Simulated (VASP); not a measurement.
# AlN (e600) (P6_3mc) in VASP: notebook

AlN (e600) is run at these levels: PBEsol; tasks: single point.

All numbers are computed with VASP 6.6.1; they aren't measurements. Logs are shortened: lines on timing, memory, paths and dates and some standing lists are left out, and cuts for length are marked.

**1. The cell of the first run**

It takes space group P6_3mc (No. 186, hexagonal). The conventional cell has a = 3.082 Å, b = 3.082 Å, c = 4.933 Å, α = 90.00°, β = 90.00°, γ = 120.00°. Al (site symmetry 3m) has 4 N at 1.87 to 1.89 Å within 2.5 Å. Within 2.5 Å of N (site symmetry 3m) lie 4 Al at 1.87 to 1.89 Å.

**2. Single point, PBEsol (strained cell)**

Input file INCAR:

```
  ALGO = Normal
  EDIFF = 1E-6
  ENCUT = 600
  GGA = PS
  GGA_COMPAT = F
  ISIF = 2
  ISMEAR = 0
  LASPH = T
  LCHARG = T
  LELF = T
  LREAL = F
  LVHAR = T
  LWAVE = F
  NBANDS = 16
  NELM = 120
  PREC = Accurate
  SIGMA = 0.02
```

Input file KPOINTS:

```
k-points
0
Gamma
  9 9 4
```

Input file POSCAR:

```
AlN
1.0
    3.0824492512      0.0000000000      0.0000000000
   -1.5412246256      2.6694793574      0.0000000000
    0.0000000000      0.0000000000      4.9332491007
Al N
2 2
Direct
    0.3333333333      0.6666666667     -0.0000893716
    0.6666666667      0.3333333333      0.4999106284
    0.3333333333      0.6666666667      0.3820893716
    0.6666666667      0.3333333333      0.8820893716
```

Potentials or basis: VASP PAW PBE potentials, release 64 (Al, N).

Run with:

```sh
$ cat potpaw_PBE.64/Al/POTCAR potpaw_PBE.64/N/POTCAR > POTCAR
$ mpirun -np 1 vasp_std > vasp.out
```

OUTCAR:

```text
EDIFF = 1E-6
   ENCUT = 600
   GGA = PS
   ISIF = 2
   ISMEAR = 0
   LASPH = T
   LREAL = F
   NELM = 120
   PREC = Accurate

 ion  position               nearest neighbor table
   1  0.333  0.667  1.000-   4 1.87   4 1.87   4 1.87   3 1.89   2 3.04   2 3.04   2 3.04   2 3.04
                             2 3.04   2 3.04
   2  0.667  0.333  0.500-   3 1.87   3 1.87   3 1.87   4 1.89   1 3.04   1 3.04   1 3.04   1 3.04
                             1 3.04   1 3.04
   3  0.333  0.667  0.382-   2 1.87   2 1.87   2 1.87   1 1.89
   4  0.667  0.333  0.882-   1 1.87   1 1.87   1 1.87   2 1.89

  LATTYP: Found a hexagonal cell.
 ALAT       =     3.0824492512
 C/A-ratio  =     1.6004315720

  Lattice vectors:

 A1 = (   3.0824492512,   0.0000000000,   0.0000000000)
 A2 = (  -1.5412246256,   2.6694793574,   0.0000000000)
 A3 = (   0.0000000000,   0.0000000000,   4.9332491007)

Analysis of symmetry for initial positions (statically):
=====================================================================
 Subroutine PRICEL returns:
 Original cell was already a primitive cell.

 Routine SETGRP: Setting up the symmetry group for a
 hexagonal supercell.

 Subroutine GETGRP returns: Found 12 space group operations
 (whereof  6 operations were pure point group operations)
 out of a pool of 24 trial point group operations.

The static configuration has the point symmetry C_3v.
 The point group associated with its full space group is C_6v.

Analysis of symmetry for dynamics (positions and initial velocities):
=====================================================================
 Subroutine PRICEL returns:
 Original cell was already a primitive cell.

 Routine SETGRP: Setting up the symmetry group for a
 hexagonal supercell.

 Subroutine GETGRP returns: Found 12 space group operations
 (whereof  6 operations were pure point group operations)
 out of a pool of 24 trial point group operations.

The dynamic configuration has the point symmetry C_3v.
 The point group associated with its full space group is C_6v.

 Subroutine INISYM returns: Found 12 space group operations
 (whereof  6 operations are pure point group operations),
 and found     1 'primitive' translations

----------------------------------------------------------------------------------------

                                     Primitive cell

  volume of cell :      40.5934

  direct lattice vectors                    reciprocal lattice vectors
     3.082449251  0.000000000  0.000000000     0.324417344  0.187302441  0.000000000
    -1.541224626  2.669479357  0.000000000     0.000000000  0.374604882  0.000000000
     0.000000000  0.000000000  4.933249101     0.000000000  0.000000000  0.202706164

  length of vectors
     3.082449251  3.082449251  4.933249101     0.374604882  0.374604882  0.202706164

  position of ions in fractional coordinates (direct lattice)
     0.333333333  0.666666667  0.999910628
     0.666666667  0.333333333  0.499910628
     0.333333333  0.666666667  0.382089372
     0.666666667  0.333333333  0.882089372

  ion indices of the primitive-cell ions
   primitive index   ion index
                 1           1
                 2           2
                 3           3
                 4           4

----------------------------------------------------------------------------------------

 KPOINTS: k-points

Automatic generation of k-mesh.
 Grid dimensions read from file:
 generate k-points for:    9    9    4

 Generating k-lattice:

  Cartesian coordinates                     Fractional coordinates (reciprocal lattice)
     0.036046372  0.020811382  0.000000000     0.111111111  0.000000000  0.000000000
     0.000000000  0.041622765  0.000000000     0.000000000  0.111111111  0.000000000
     0.000000000  0.000000000  0.050676541     0.000000000  0.000000000  0.250000000

  Length of vectors
     0.041622765  0.041622765  0.050676541

  Shift w.r.t. Gamma in fractional coordinates (k-lattice)
     0.000000000  0.000000000  0.000000000

 Subroutine IBZKPT returns following result:
 ===========================================

 Found     36 irreducible k-points:

 Following reciprocal coordinates:
            Coordinates               Weight
  0.000000  0.000000  0.000000      1.000000
  0.111111  0.000000  0.000000      6.000000
  0.222222  0.000000  0.000000      6.000000
  0.333333  0.000000  0.000000      6.000000
  0.444444  0.000000  0.000000      6.000000
  0.111111  0.111111  0.000000      6.000000
[... 16 lines left out ...]
  0.333333  0.222222  0.250000     24.000000
  0.333333  0.333333  0.250000      4.000000
 [... further k-points ...]
   k-points           NKPTS =     36   k-points in BZ     NKDIM =     36   number of bands    NBANDS=     16
   number of dos      NEDOS =    301   number of ions     NIONS =      4
   total plane-waves  NPLWV =  31360
   dimension x,y,z NGX =    28 NGY =   28 NGZ =   40
   dimension x,y,z NGXF=    56 NGYF=   56 NGZF=   80
   ions per type =               2   2
   NGX,Y,Z   is equivalent  to a cutoff of  15.10, 15.10, 13.48 a.u.
   NGXF,Y,Z  is equivalent  to a cutoff of  30.20, 30.20, 26.96 a.u.
 SYSTEM =  unknown system
   PREC   = accura    normal or accurate (medium, high low for compatibility)
   ISTART =      0    job   : 0-new  1-cont  2-samecut
   ICHARG =      2    charge: 1-file 2-atom 10-const
   ISPIN  =      1    spin polarized calculation?
   LNONCOLLINEAR =      F non collinear calculations
   LSORBIT =      F    spin-orbit coupling
   LASPH  =      T    aspherical Exc in radial PAW
   ENCUT  =  600.0 eV  44.10 Ry    6.64 a.u.   6.16  6.16  9.85*2*pi/ulx,y,z
   NELM   =    120;   NELMIN=  2; NELMDL= -5     # of ELM steps
   EDIFF  = 0.1E-05   stopping-criterion for ELM
   LREAL  =      F    real-space projection
   EDIFFG = 0.1E-04   stopping-criterion for IOM
   NSW    =      0    number of steps for IOM
   IBRION =     -1    ionic relax: 0-MD 1-quasi-New 2-CG
   NFREE  =      0    steps in history (QN), initial steepest desc. (CG)
   ISIF   =      2    stress and relaxation
   ISYM   =      2    0-nonsym 1-usesym 2-fastsym
   POTIM  = 0.5000    time-step for ionic-motion
   TEBEG  =    0.0;   TEEND  =   0.0 temperature during run
   PSTRESS=    0.0 pullay stress
   NELECT =      16.0000    total number of electrons
   NUPDOWN=      -1.0000    fix difference up-down
   EMIN   =  10.00;   EMAX   =-10.00  energy-range for DOS
   EFERMI =   0.00;   METHOD = LEGACY
   ISMEAR =     0;   SIGMA  =   0.02  broadening in eV -4-tet -1-fermi 0-gaus
   EFERMI_NEDOS =   21; number of points for ismear=-14 and -15
   IALGO  =     38    algorithm
   IMIX   =      4    mixing-type and parameters
     AMIX     =   0.40;   BMIX     =  1.00
     AMIX_MAG =   1.60;   BMIX_MAG =  1.00
  volume/ion in A,a.u.               =      10.15        68.48
  Fermi-wavevector in a.u.,A,eV,Ry     =   1.200318  2.268272 19.602774  1.440763
  Thomas-Fermi vector in A             =   2.336157
   LORBIT       =      0    0 simple, 1 ext, 2 COOP (PROOUT), +10 PAW based schemes
   GGA     = PS    functional components
   LHFCALC =     F    Hartree Fock is set to
   AEXX    =    0.0000 exact exchange contribution
   IVDW    =     0    specifies the selected vdW correction
   LEPSILON=     F    determine dielectric tensor
   LRPA    =     F    only Hartree local field effects (RPA)
 non-spin polarized calculation
 Gauss-broadening in eV      SIGMA  =   0.02
  energy-cutoff  :      600.00
  volume of cell :       40.59
 maximum number of plane-waves:      1387
 NGX is ok and might be reduce to    28
   NGX = 13   NGY = 13   NGZ = 19

 number of electron      16.0000000 magnetization

 Free energy of the ion-electron system (eV)
  ---------------------------------------------------
  ext. energy  EPLUGINS =         0.00000000
  ---------------------------------------------------
  free energy    TOTEN  =       -31.29034587 eV

  energy without entropy =      -31.29034587  energy(sigma->0) =      -31.29034587

 E-fermi :   6.4358     XC(G=0): -11.2328

 val. band max:        6.3499097218   @ k =   0.0000   0.0000   0.0000
 cond. band min:      10.7256936888   @ k =   0.0000   0.0000   0.0000
 fundamental gap:      4.3757839670
 Fermi energy:         6.4357656158

 k-point     1 :       0.0000    0.0000    0.0000
  band No.  band energies     occupation
      1      -9.0017      2.00000
      2      -6.7254      2.00000
      3       0.1571      2.00000
      4       5.4528      2.00000
      5       5.4528      2.00000
      6       6.1140      2.00000
[... 8 lines left out ...]
     15      19.6561      0.00000
     16      19.6561      0.00000

 k-point     2 :       0.1111    0.0000    0.0000
  band No.  band energies     occupation
      1      -8.8379      2.00000
      2      -6.6326      2.00000
      3       0.3494      2.00000
      4       4.7299      2.00000
      5       5.2478      2.00000
      6       5.4334      2.00000
[... 8 lines left out ...]
     15      19.4590      0.00000
     16      19.6349      0.00000

 k-point     3 :       0.2222    0.0000    0.0000
  band No.  band energies     occupation
      1      -8.3718      2.00000
      2      -6.3997      2.00000
      3       0.9081      2.00000
      4       3.1874      2.00000
      5       4.1572      2.00000
      6       4.8292      2.00000
[... 8 lines left out ...]
     15      18.7122      0.00000
     16      19.3641      0.00000

 k-point     4 :       0.3333    0.0000    0.0000
  band No.  band energies     occupation
      1      -7.6963      2.00000
      2      -6.1743      2.00000
      3       1.7152      2.00000
      4       1.7642      2.00000
      5       2.9457      2.00000
      6       4.4413      2.00000
[... 8 lines left out ...]
     15      18.6490      0.00000
     16      20.9079      0.00000

 k-point     5 :       0.4444    0.0000    0.0000
  band No.  band energies     occupation
      1      -7.0489      2.00000
      2      -6.1568      2.00000
      3       0.8434      2.00000
      4       2.1790      2.00000
      5       2.6927      2.00000
      6       4.2187      2.00000
[... 8 lines left out ...]
     15      19.1288      0.00000
     16      21.7791      0.00000

 k-point     6 :       0.1111    0.1111    0.0000
  band No.  band energies     occupation
      1      -8.5225      2.00000
      2      -6.4690      2.00000
      3       0.7252      2.00000
      4       3.8811      2.00000
      5       4.1049      2.00000
      6       5.1918      2.00000
[... 8 lines left out ...]
     15      18.9570      0.00000
     16      19.5873      0.00000
[... 267 lines left out ...]
 k-point    21 :       0.4444    0.1111    0.2500
  band No.  band energies     occupation
      1      -6.7321      2.00000
      2      -6.2570      2.00000
      3       0.6189      2.00000
      4       1.4619      2.00000
      5       3.3886      2.00000
      6       4.2805      2.00000
[... 8 lines left out ...]
     15      19.1968      0.00000
     16      21.3685      0.00000

 k-point    22 :       0.2222    0.2222    0.2500
  band No.  band energies     occupation
      1      -7.1736      2.00000
      2      -6.2952      2.00000
      3       1.4408      2.00000
      4       1.7874      2.00000
      5       3.4947      2.00000
      6       3.6527      2.00000
[... 8 lines left out ...]
     15      18.6877      0.00000
     16      21.1055      0.00000

 k-point    23 :       0.3333    0.2222    0.2500
  band No.  band energies     occupation
      1      -6.6537      2.00000
      2      -6.2193      2.00000
      3       1.1144      2.00000
      4       1.6611      2.00000
      5       2.6529      2.00000
      6       3.8260      2.00000
[... 8 lines left out ...]
     15      19.2976      0.00000
     16      21.4432      0.00000

 k-point    24 :       0.3333    0.3333    0.2500
  band No.  band energies     occupation
      1      -6.3311      2.00000
      2      -6.3311      2.00000
      3       1.5878      2.00000
      4       1.7990      2.00000
      5       1.7990      2.00000
      6       3.2693      2.00000
[... 8 lines left out ...]
     15      19.4668      0.00000
     16      22.0726      0.00000

 [... further k-points ...]

------------------------ aborting loop because EDIFF is reached ----------------------------------------

  FORCE on cell =-STRESS in cart. coord.  units (eV):
  Direction    XX          YY          ZZ          XY          YZ          ZX
  --------------------------------------------------------------------------------------
  -------------------------------------------------------------------------------------
  Total        1.6551065      1.6551065      1.5036202      0.0000000      0.0000000     -0.0000000
  in kB       65.3252362     65.3252362     59.3462370      0.0000000      0.0000000     -0.0000000
  external PRESSURE =      63.3322364 kB  Pullay stress =       0.0000000 kB

 VOLUME and BASIS-vectors are now :
 -----------------------------------------------------------------------------
  energy-cutoff  :      600.00
  volume of cell :       40.59
      direct lattice vectors                 reciprocal lattice vectors
     3.082449251  0.000000000  0.000000000     0.324417344  0.187302441  0.000000000
    -1.541224626  2.669479357  0.000000000     0.000000000  0.374604882  0.000000000
     0.000000000  0.000000000  4.933249101     0.000000000  0.000000000  0.202706164

 POSITION                                       TOTAL-FORCE (eV/Angst)
 -----------------------------------------------------------------------------------
     -0.00000      1.77965      4.93281         0.000000     -0.000000     -0.000731
      1.54122      0.88983      2.46618        -0.000000     -0.000000     -0.000731
     -0.00000      1.77965      1.88494        -0.000000      0.000000      0.000731
      1.54122      0.88983      4.35157         0.000000     -0.000000      0.000731
 -----------------------------------------------------------------------------------
    total drift:                               -0.000000      0.000000     -0.000639

  FREE ENERGIE OF THE ION-ELECTRON SYSTEM (eV)
  ---------------------------------------------------
  free  energy   TOTEN  =       -31.2903458695 eV

  energy  without entropy=      -31.2903458695  energy(sigma->0) =      -31.29034587
```

Run time: 16 s. Hardware: 1 thread of Intel Xeon Platinum 8559C (Emerald Rapids), shared host; peak memory 0.18 GiB.

Results:

| Quantity | Value |
| --- | --- |
| Free energy | -31.2903 eV |
| Pressure | 6.3 GPa |
| Band gap on the k mesh | 4.38 eV, direct |

Levels at points of the mesh, in eV from the valence-band top:
| k point | band 4 | band 5 | band 6 | band 7 | band 8 | band 9 | band 10 | band 11 | band 12 | band 13 |
| --- | --- | --- | --- | --- | --- | --- | --- | --- | --- | --- |
| (0.00, 0.00, 0.00) | -0.90 | -0.90 | -0.24 | -0.24 | 0.00 | 4.38 | 6.81 | 10.74 | 11.23 | 11.23 |
| (0.00, 0.00, 0.50) | -3.41 | -0.58 | -0.58 | -0.58 | -0.58 | 6.63 | 6.63 | 10.44 | 10.44 | 11.55 |

Caveat: the cell differs from its parent crystal (strained cell); the PAW data sets were made with another functional, which shifts forces and pressure a little.

**3. Single point, PBEsol**

Input file INCAR:

```
SYSTEM = AlN
PREC     = Accurate       ! precision mode
ENCUT    = 600            ! plane-wave cutoff, eV
EDIFF    = 1E-6           ! SCF threshold, eV
ISMEAR   = 0              ! smearing method
SIGMA    = 0.01           ! smearing width, eV
LREAL    = .FALSE.        ! projectors in reciprocal space
LASPH    = .TRUE.         ! aspherical terms in the spheres
NELM     = 120            ! most SCF steps
ALGO     = Normal         ! electronic algorithm
ISIF     = 2              ! what is computed and relaxed
LWAVE    = .FALSE.        ! write WAVECAR
LCHARG   = .TRUE.         ! write CHGCAR
GGA      = PS             ! functional
LELF     = .TRUE.         ! ELF
LVHAR    = .TRUE.       
NBANDS   = 16             ! bands
GGA_COMPAT= .FALSE.
```

Input file KPOINTS:

```
Automatic mesh
0
G
  9 9 4
  0 0 0
```

POSCAR is that of step 2.

Potentials or basis: VASP PAW PBE potentials, release 64 (Al, N).

Run with:

```sh
$ cat potpaw_PBE.64/Al/POTCAR potpaw_PBE.64/N/POTCAR > POTCAR
$ mpirun -np 1 vasp_std > vasp.out
```

It took 14 s on 1 thread of Intel Xeon Platinum 8559C (Emerald Rapids), shared host; peak memory 0.18 GiB.

Results (log left out):

```yaml
Free_energy: -31.2903 eV
Pressure: 6.3 GPa
Band_gap_on_the_k_mesh: 4.38 eV, direct
```

Stress tensor (GPa, compression positive):
```
6.53 0.00 0.00
0.00 6.53 0.00
0.00 0.00 5.93
```

Levels at points of the mesh, in eV from the valence-band top:
| k point | band 6 | band 7 | band 8 | band 9 | band 10 | band 11 |
| --- | --- | --- | --- | --- | --- | --- |
| (0.00, 0.00, 0.00) | -0.24 | -0.24 | 0.00 | 4.38 | 6.81 | 10.74 |
| (0.00, 0.00, 0.50) | -0.58 | -0.58 | -0.58 | 6.63 | 6.63 | 10.44 |

Caveat: the PAW data sets were made with another functional, which shifts forces and pressure a little. PBEsol gaps usually lie below the measured ones, often by a third to a half.
